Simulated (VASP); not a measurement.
# InSe (R3m) in VASP: notebook, part 2 of 2

VASP 6.6.1. Earlier steps stand in the parts before.

**3. Single point, PBEsol+D3(BJ)**

This run uses another cell than the first one, of 27.38 Å³/atom.

Input file INCAR:

```
SYSTEM = InSe
PREC = Accurate
ENCUT = 520
EDIFF = 1E-6
ISMEAR = -1
SIGMA = 0.05
LREAL = .FALSE.
LASPH = .TRUE.
NELM = 80
ALGO = Normal
ISIF = 2
LWAVE = .FALSE.
LCHARG = .FALSE.
GGA = PS
IVDW = 12
NBANDS = 27
```

Input file KPOINTS:

```
regular mesh
0
G
  8 8 8
  0 0 0
```

Input file POSCAR:

```
InSe
1.0
    1.9806051137      1.1435028956      8.0606131392
   -1.9806051137      1.1435028956      8.0606131392
    0.0000000000     -2.2870057911      8.0606131392
In Se
2 2
Direct
    0.8874681025      0.8874681025      0.8874681025
    0.0011455614      0.0011455614      0.0011455614
    0.1675928157      0.1675928157      0.1675928157
    0.3877935203      0.3877935203      0.3877935203
```

Potentials or basis: VASP PAW PBE potentials, release 64 (In_d, Se).

Run with:

```sh
$ cat potpaw_PBE.64/In_d/POTCAR potpaw_PBE.64/Se/POTCAR > POTCAR
$ mpirun -np 1 vasp_std > vasp.out
```

OUTCAR:

```text
SYSTEM = InSe
   PREC = Accurate
   ENCUT = 520
   EDIFF = 1E-6
   ISMEAR = -1
   LREAL = .FALSE.
   LASPH = .TRUE.
   NELM = 80
   ISIF = 2
   GGA = PS
   IVDW = 12
 IVDW          = 12

 ion  position               nearest neighbor table
   1  0.887  0.887  0.887-   3 2.62   3 2.62   3 2.62   2 2.75
   2  0.001  0.001  0.001-   4 2.63   4 2.63   4 2.63   1 2.75
   3  0.168  0.168  0.168-   1 2.62   1 2.62   1 2.62
   4  0.388  0.388  0.388-   2 2.63   2 2.63   2 2.63

  LATTYP: Found a trigonal (rhomboedric) cell.
 ALAT       =     8.3787755471
 COS(alpha) =     0.8882455888

  Lattice vectors:

 A1 = (   1.9806051137,   1.1435028956,   8.0606131392)
 A2 = (  -1.9806051137,   1.1435028956,   8.0606131392)
 A3 = (   0.0000000000,  -2.2870057911,   8.0606131392)

Analysis of symmetry for initial positions (statically):
=====================================================================
 Subroutine PRICEL returns:
 Original cell was already a primitive cell.

 Routine SETGRP: Setting up the symmetry group for a
 trigonal (rhombohedral) supercell.

 Subroutine GETGRP returns: Found  6 space group operations
 (whereof  6 operations were pure point group operations)
 out of a pool of 12 trial point group operations.

The static configuration has the point symmetry C_3v.

Analysis of symmetry for dynamics (positions and initial velocities):
=====================================================================
 Subroutine PRICEL returns:
 Original cell was already a primitive cell.

 Routine SETGRP: Setting up the symmetry group for a
 trigonal (rhombohedral) supercell.

 Subroutine GETGRP returns: Found  6 space group operations
 (whereof  6 operations were pure point group operations)
 out of a pool of 12 trial point group operations.

The dynamic configuration has the point symmetry C_3v.

 Subroutine INISYM returns: Found  6 space group operations
 (whereof  6 operations are pure point group operations),
 and found     1 'primitive' translations

----------------------------------------------------------------------------------------

                                     Primitive cell

  volume of cell :     109.5354

  direct lattice vectors                    reciprocal lattice vectors
     1.980605114  1.143502896  8.060613139     0.252448101  0.145750979  0.041353347
    -1.980605114  1.143502896  8.060613139    -0.252448101  0.145750979  0.041353347
     0.000000000 -2.287005791  8.060613139     0.000000000 -0.291501958  0.041353347

  length of vectors
     8.378775547  8.378775547  8.378775547     0.294420602  0.294420602  0.294420602

  position of ions in fractional coordinates (direct lattice)
     0.887468103  0.887468103  0.887468103
     0.001145561  0.001145561  0.001145561
     0.167592816  0.167592816  0.167592816
     0.387793520  0.387793520  0.387793520

  ion indices of the primitive-cell ions
   primitive index   ion index
                 1           1
                 2           2
                 3           3
                 4           4

----------------------------------------------------------------------------------------

 KPOINTS: regular mesh

Automatic generation of k-mesh.
 Grid dimensions read from file:
 generate k-points for:    8    8    8

 Generating k-lattice:

  Cartesian coordinates                     Fractional coordinates (reciprocal lattice)
     0.031556013  0.018218872  0.005169168     0.125000000 -0.000000000  0.000000000
    -0.031556013  0.018218872  0.005169168    -0.000000000  0.125000000  0.000000000
     0.000000000 -0.036437745  0.005169168     0.000000000  0.000000000  0.125000000

  Length of vectors
     0.036802575  0.036802575  0.036802575

  Shift w.r.t. Gamma in fractional coordinates (k-lattice)
     0.000000000  0.000000000  0.000000000

 Subroutine IBZKPT returns following result:
 ===========================================

 Found     65 irreducible k-points:

 Following reciprocal coordinates:
            Coordinates               Weight
  0.000000  0.000000  0.000000      1.000000
  0.125000  0.000000  0.000000      6.000000
  0.250000  0.000000  0.000000      6.000000
  0.375000  0.000000  0.000000      6.000000
  0.500000  0.000000  0.000000      3.000000
  0.125000  0.125000  0.000000      6.000000
[... 16 lines left out ...]
  0.250000  0.125000  0.125000      6.000000
  0.375000  0.125000  0.125000      6.000000
 [... further k-points ...]
   k-points           NKPTS =     65   k-points in BZ     NKDIM =     65   number of bands    NBANDS=     27
   number of dos      NEDOS =    301   number of ions     NIONS =      4
   total plane-waves  NPLWV = 262144
   dimension x,y,z NGX =    64 NGY =   64 NGZ =   64
   dimension x,y,z NGXF=   128 NGYF=  128 NGZF=  128
   ions per type =               2   2
   NGX,Y,Z   is equivalent  to a cutoff of  12.70, 12.70, 12.70 a.u.
   NGXF,Y,Z  is equivalent  to a cutoff of  25.40, 25.40, 25.40 a.u.
 SYSTEM =  InSe
   PREC   = accura    normal or accurate (medium, high low for compatibility)
   ISTART =      0    job   : 0-new  1-cont  2-samecut
   ICHARG =      2    charge: 1-file 2-atom 10-const
   ISPIN  =      1    spin polarized calculation?
   LNONCOLLINEAR =      F non collinear calculations
   LSORBIT =      F    spin-orbit coupling
   LASPH  =      T    aspherical Exc in radial PAW
   ENCUT  =  520.0 eV  38.22 Ry    6.18 a.u.  15.58 15.58 15.58*2*pi/ulx,y,z
   NELM   =     80;   NELMIN=  2; NELMDL= -5     # of ELM steps
   EDIFF  = 0.1E-05   stopping-criterion for ELM
   LREAL  =      F    real-space projection
   EDIFFG = 0.1E-04   stopping-criterion for IOM
   NSW    =      0    number of steps for IOM
   IBRION =     -1    ionic relax: 0-MD 1-quasi-New 2-CG
   NFREE  =      0    steps in history (QN), initial steepest desc. (CG)
   ISIF   =      2    stress and relaxation
   ISYM   =      2    0-nonsym 1-usesym 2-fastsym
   POTIM  = 0.5000    time-step for ionic-motion
   TEBEG  =    0.0;   TEEND  =   0.0 temperature during run
   PSTRESS=    0.0 pullay stress
   NELECT =      38.0000    total number of electrons
   NUPDOWN=      -1.0000    fix difference up-down
   EMIN   =  10.00;   EMAX   =-10.00  energy-range for DOS
   EFERMI =   0.00;   METHOD = LEGACY
   ISMEAR =    -1;   SIGMA  =   0.05  broadening in eV -4-tet -1-fermi 0-gaus
   EFERMI_NEDOS =   21; number of points for ismear=-14 and -15
   IALGO  =     38    algorithm
   IMIX   =      4    mixing-type and parameters
     AMIX     =   0.40;   BMIX     =  1.00
     AMIX_MAG =   1.60;   BMIX_MAG =  1.00
  volume/ion in A,a.u.               =      27.38       184.80
  Fermi-wavevector in a.u.,A,eV,Ry     =   1.150318  2.173786 18.003653  1.323231
  Thomas-Fermi vector in A             =   2.286982
   LORBIT       =      0    0 simple, 1 ext, 2 COOP (PROOUT), +10 PAW based schemes
   GGA     = PS    functional components
   LHFCALC =     F    Hartree Fock is set to
   AEXX    =    0.0000 exact exchange contribution
   IVDW    =    12    specifies the selected vdW correction
   LEPSILON=     F    determine dielectric tensor
   LRPA    =     F    only Hartree local field effects (RPA)
 non-spin polarized calculation
  energy-cutoff  :      520.00
  volume of cell :      109.54
 maximum number of plane-waves:      2987
 NGX is ok and might be reduce to    64
   NGX = 31   NGY = 31   NGZ = 31

 number of electron      37.9999999 magnetization

 Free energy of the ion-electron system (eV)
  ---------------------------------------------------
  ext. energy  EPLUGINS =         0.00000000
  ---------------------------------------------------
  free energy    TOTEN  =       -15.55764453 eV

  energy without entropy =      -15.55754949  energy(sigma->0) =      -15.55759701

 E-fermi :   4.8807     XC(G=0):  -9.4380

 val. band max:        4.7002519317   @ k =   0.5000   0.5000   0.5000
 cond. band min:       5.0279445838   @ k =   0.5000   0.5000   0.5000
 fundamental gap:      0.3276926521
 Fermi energy:         4.8806634582

 k-point     1 :       0.0000    0.0000    0.0000
  band No.  band energies     occupation
      1     -10.2124      2.00000
      2      -9.9979      2.00000
      3      -9.9979      2.00000
      4      -9.9000      2.00000
      5      -9.9000      2.00000
      6      -9.8914      2.00000
[... 709 lines left out ...]
     26      11.1028      0.00000
     27      11.6094      0.00000

 [... further k-points ...]

------------------------ aborting loop because EDIFF is reached ----------------------------------------

 Edisp (eV)   -1.23733

 E8    (eV) :    -0.8438

  FORCE on cell =-STRESS in cart. coord.  units (eV):
  Direction    XX          YY          ZZ          XY          YZ          ZX
  --------------------------------------------------------------------------------------
  -------------------------------------------------------------------------------------
  Total       0.05249     0.05249     0.03730     0.00000     0.00000     0.00000
  in kB       0.76781     0.76781     0.54558     0.00000     0.00000     0.00000
  external pressure =        0.69 kB  Pullay stress =        0.00 kB

 VOLUME and BASIS-vectors are now :
 -----------------------------------------------------------------------------
  energy-cutoff  :      520.00
  volume of cell :      109.54
      direct lattice vectors                 reciprocal lattice vectors
     1.980605114  1.143502896  8.060613139     0.252448101  0.145750979  0.041353347
    -1.980605114  1.143502896  8.060613139    -0.252448101  0.145750979  0.041353347
     0.000000000 -2.287005791  8.060613139     0.000000000 -0.291501958  0.041353347

 POSITION                                       TOTAL-FORCE (eV/Angst)
 -----------------------------------------------------------------------------------
      0.00000      0.00000     21.46061         0.000000      0.000000      0.021047
      0.00000      0.00000      0.02770         0.000000     -0.000000     -0.021176
      0.00000      0.00000      4.05270         0.000000     -0.000000     -0.020006
      0.00000      0.00000      9.37756         0.000000      0.000000      0.020134
 -----------------------------------------------------------------------------------
    total drift:                               -0.000000      0.000000      0.000323

  FREE ENERGIE OF THE ION-ELECTRON SYSTEM (eV)
  ---------------------------------------------------
  free  energy   TOTEN  =       -16.7949787662 eV

  energy  without entropy=      -16.7948837190  energy(sigma->0) =      -16.79493124
```

OSZICAR:

```text
N       E                     dE             d eps       ncg     rms          rms(c)
DAV:   1     0.339358777910E+03    0.33936E+03   -0.17245E+04  3513   0.157E+03
DAV:   2     0.242401258652E+02   -0.31512E+03   -0.30573E+03  3564   0.391E+02
DAV:   3    -0.142217320074E+02   -0.38462E+02   -0.37689E+02  4401   0.145E+02
DAV:   4    -0.159425146050E+02   -0.17208E+01   -0.17150E+01  4209   0.312E+01
DAV:   5    -0.160138791729E+02   -0.71365E-01   -0.71350E-01  5438   0.621E+00    0.682E+00
DAV:   6    -0.155943153215E+02    0.41956E+00   -0.80867E-01  4937   0.155E+01    0.412E+00
DAV:   7    -0.155609870105E+02    0.33328E-01   -0.32234E-01  5018   0.442E+00    0.113E+00
DAV:   8    -0.155576303330E+02    0.33567E-02   -0.28532E-02  5335   0.186E+00    0.578E-01
DAV:   9    -0.155575958581E+02    0.34475E-04   -0.46923E-03  4312   0.465E-01    0.141E-01
DAV:  10    -0.155576023117E+02   -0.64535E-05   -0.28373E-04  4905   0.129E-01    0.692E-02
DAV:  11    -0.155576467039E+02   -0.44392E-04   -0.98100E-05  4416   0.903E-02    0.191E-02
DAV:  12    -0.155576427137E+02    0.39902E-05   -0.13637E-05  5341   0.441E-02    0.134E-02
DAV:  13    -0.155576441980E+02   -0.14843E-05   -0.26798E-06  3336   0.932E-03    0.748E-03
DAV:  14    -0.155576445340E+02   -0.33599E-06   -0.12647E-06  2959   0.156E-02
   1 F= -.16794979E+02 E0= -.16794931E+02  d E =-.950473E-04
```

It took 6.2 min on 1 thread of Intel Xeon 6975P-C (Granite Rapids), shared host; peak memory 0.6 GiB.

What came out:

* Free energy: -16.7950 eV
* Pressure: 0.1 GPa
* Largest force: 0.021 eV/Å
* Band gap on the k mesh: 0.33 eV
* Dispersion energy per atom: -0.309 eV

Forces in eV/Å, atoms in the order of the input:
```
In   0.000  0.000  0.021
In   0.000  0.000 -0.021
Se   0.000  0.000 -0.020
Se   0.000  0.000  0.020
```

Levels at points of the mesh, in eV from the valence-band top:
```csv
k point,band 15,band 16,band 17,band 18,band 19,band 20,band 21,band 22,band 23,band 24
"(0.00, 0.00, 0.00)",-1.86,-1.47,-1.47,-1.23,-1.23,1.92,2.06,4.29,4.29,4.88
"(0.50, 0.00, 0.00)",-3.80,-2.72,-2.59,-2.27,-1.77,0.90,2.01,3.59,3.95,4.73
"(0.50, 0.50, 0.00)",-3.50,-2.94,-2.76,-2.05,-1.63,0.92,1.97,3.12,3.34,4.11
"(0.50, 0.50, 0.50)",-1.55,-1.55,-1.15,-1.15,0.00,0.33,2.15,4.15,4.15,5.59
```

Caveat: the PAW data sets were made with another functional, which shifts forces and pressure a little; spin-orbit coupling is left out, which moves the levels of the heavy elements.

**4. Single point, LDA**

This run uses another cell than the first one, of 27.80 Å³/atom.

Input file INCAR:

```
SYSTEM = InSe
PREC = Accurate ; ENCUT = 520
EDIFF = 1E-7 ; ISMEAR = -1
SIGMA = 0.05 ; LREAL = .FALSE.
LASPH = .TRUE. ; NELM = 60
ALGO = Normal ; ISIF = 2
LWAVE = .FALSE. ; LCHARG = .FALSE.
NBANDS = 27
```

KPOINTS is that of step 3.

Input file POSCAR:

```
InSe
1.0
    1.9868210238      1.1470916529      8.1322606267
   -1.9868210238      1.1470916529      8.1322606267
    0.0000000000     -2.2941833059      8.1322606267
In Se
2 2
Direct
    0.8881120422      0.8881120422      0.8881120422
    0.0005204059      0.0005204059      0.0005204059
    0.1695593754      0.1695593754      0.1695593754
    0.3858081765      0.3858081765      0.3858081765
```

Potentials or basis: VASP PAW LDA potentials, release 64 (In_d, Se).

Run with:

```sh
$ cat potpaw_LDA.64/In_d/POTCAR potpaw_LDA.64/Se/POTCAR > POTCAR
$ mpirun -np 1 vasp_std > vasp.out
```

Wall time 5.5 min (1 thread of Intel Xeon 6975P-C (Granite Rapids), shared host); peak memory 0.51 GiB.

Results (log left out):

| Quantity | Value |
| --- | --- |
| Free energy | -16.6705 eV |
| Pressure | 0.1 GPa |
| Largest force | 0.029 eV/Å |
| Band gap on the k mesh | 0.21 eV |

Forces on the atoms (eV/Å):
```
In   0.000  0.000  0.014
In   0.000  0.000 -0.014
Se   0.000  0.000 -0.029
Se   0.000  0.000  0.029
```

Levels at points of the mesh, in eV from the valence-band top:
| k point | band 16 | band 17 | band 18 | band 19 | band 20 | band 21 | band 22 | band 23 |
| --- | --- | --- | --- | --- | --- | --- | --- | --- |
| (0.00, 0.00, 0.00) | -1.47 | -1.47 | -1.31 | -1.31 | 1.70 | 1.92 | 4.18 | 4.18 |
| (0.50, 0.00, 0.00) | -2.66 | -2.57 | -2.36 | -1.81 | 0.91 | 1.90 | 3.56 | 3.89 |
| (0.50, 0.50, 0.00) | -2.90 | -2.75 | -2.14 | -1.66 | 0.92 | 1.88 | 3.13 | 3.34 |
| (0.50, 0.50, 0.50) | -1.55 | -1.22 | -1.22 | 0.00 | 0.21 | 1.97 | 4.06 | 4.06 |

Caveat: spin-orbit coupling is left out, which moves the levels of the heavy elements.

**5. The runs side by side**

| level | potentials or basis | cell | k mesh | cutoff (eV) | smearing | tolerance level | purpose | dipole correction | gap on the mesh (eV) | pressure (GPa) | largest force (eV/Å) |
| --- | --- | --- | --- | --- | --- | --- | --- | --- | --- | --- | --- |
| PBE | VASP PAW PBE potentials, release 64 (In_d, Se) | a = 8.872 Å, angles 26.1°, 4 atoms, atomic positions A | 13 × 13 × 13 | 620 | gaussian 0.03 eV | standard | forces | - | 0.59 | 1.3 | 0.42 |
| PBEsol+D3(BJ) | VASP PAW PBE potentials, release 64 (In_d, Se) | a = 8.379 Å, angles 27.3°, 4 atoms, atomic positions B | 8 × 8 × 8 | 520 | fermi-dirac 0.05 eV | - | - | no | 0.33 | 0.1 | 0.02 |
| LDA | VASP PAW LDA potentials, release 64 (In_d, Se) | a = 8.450 Å, angles 27.2°, 4 atoms, atomic positions C | 8 × 8 × 8 | 520 | fermi-dirac 0.05 eV | - | - | no | 0.21 | 0.1 | 0.03 |

Alike in all rows: task single point; no spin polarisation.

Caveats: spin-orbit coupling is left out, which moves the levels of the heavy elements; an odd mesh through Γ misses points on the zone boundary, where band edges can lie (at least some runs); the PAW data sets were made with another functional, which shifts forces and pressure a little (at least some runs).

Total energies depend on the potentials used, so only differences within one code and one set of settings carry meaning.

**6. How close it comes**

Step 3. Against the measured gap of InSe, 1.25 eV (300 K; “The Interaction of Hydrogen with the van der Waals Crystal γ-InSe”, 2020, pmc:7321205), the calculated 0.33 eV is off by -0.92 eV. Spin-orbit coupling on In, Se is left out. The value is that of PBEsol+D3(BJ) on a finite k mesh, which can miss the band edges, without temperature or zero-point motion. Semilocal functionals fall short of measured gaps as a rule.

Step 4. Against the measured gap of InSe, 1.25 eV (300 K; “The Interaction of Hydrogen with the van der Waals Crystal γ-InSe”, 2020, pmc:7321205), the calculated 0.21 eV is off by -1.04 eV. So large a miss can be the level of theory's own, or it may mean another phase, state or a wrong row. Spin-orbit coupling on In, Se is left out. The value is that of LDA on a finite k mesh, which can miss the band edges, without temperature or zero-point motion. Semilocal functionals fall short of measured gaps as a rule.
